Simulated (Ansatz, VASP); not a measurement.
Hf in VASP and in Ansatz

```
Hf
1.0
     5.16964    0.00000    0.00000
    -2.58482    4.47704    0.00000
     0.00000    0.00000    8.53167
Hf
4
Direct
  0.66667 0.33333 0.06291
  0.33333 0.66667 0.56291
  0.66667 0.33333 0.43709
  0.33333 0.66667 0.93709
```

Alike in both runs: task single point; functional PBEsol; k mesh 6 × 6 × 2; occupations gaussian, width 0.1 eV; no spin polarisation.

```csv
,VASP,Ansatz
version,VASP 6.6.1,Ansatz 0.2.0
potentials or method,"VASP PAW PBE potentials, release 64 (Hf_pv), cutoff 520 eV","scalar-relativistic, plane waves, PAW"
valence electrons in the cell,40,104
```

|  | VASP | Ansatz | Ansatz less VASP |
| --- | --- | --- | --- |
| gap on the k mesh at the Fermi level (eV) | none | none | - |
| pressure (GPa) | -8.3 | -8.2 | +0.10 |
| rms of the force components (eV/Å) | 0.067 | 0.066 | -0.0004 |

VASP's potentials were made for PBE, not for PBEsol. Atom by atom the forces differ by 0.000 eV/Å (rms over components). A gap of «none» marks a metal or a gap that the smearing closes. VASP's potentials hold 40 valence electrons a cell and Ansatz's 104, so a difference there can come from the potentials and not from the codes.

The k mesh is coarse, so the values compare programs but aren't converged. Neither program's run includes spin-orbit coupling.
